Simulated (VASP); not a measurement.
AlN:

```xyz
2
Lattice="0.0000 2.2016 2.2016 2.2016 0.0000 2.2016 2.2016 2.2016 0.0000" Properties=species:S:1:pos:R:3 pbc="T T T"
Al    0.0000    0.0000    0.0000
N     3.3024    3.3024    3.3024
```

```yaml
Program: VASP 6.6.1
Task: relaxation of cell and atoms
Functional: LDA
Potentials_or_basis: VASP PAW LDA potentials, release 64 (Al, N)
Cutoff: 600 eV
k_mesh: 10 × 10 × 10
Occupations: gaussian, width 0.02 eV
Spin: no spin polarisation
```

At the start: pressure -7.7 GPa; volume 10.67 Å³/atom.

How do energy, volume and symmetry change on relaxing?

Over 3 steps the energy falls by 10.2 meV/atom and the volume is 10.26 Å³/atom (-3.8 %); space group F-43m (No. 216, to 0.1 Å) before and after.

The path:
```csv
step,energy change (eV),largest force (eV/Å),pressure (GPa),volume (Å³)
1,0.0000,0.0000,-7.68,21.34
2,-0.0028,0.0000,8.07,19.80
3,-0.0204,0.0000,-0.05,20.52
```

Final structure:
```
Al N
1.0
     0.00000    2.17307    2.17307
     2.17307    0.00000    2.17307
     2.17307    2.17307    0.00000
Al N
1 1
Direct
  0.00000 0.00000 0.00000
  0.75000 0.75000 0.75000
```
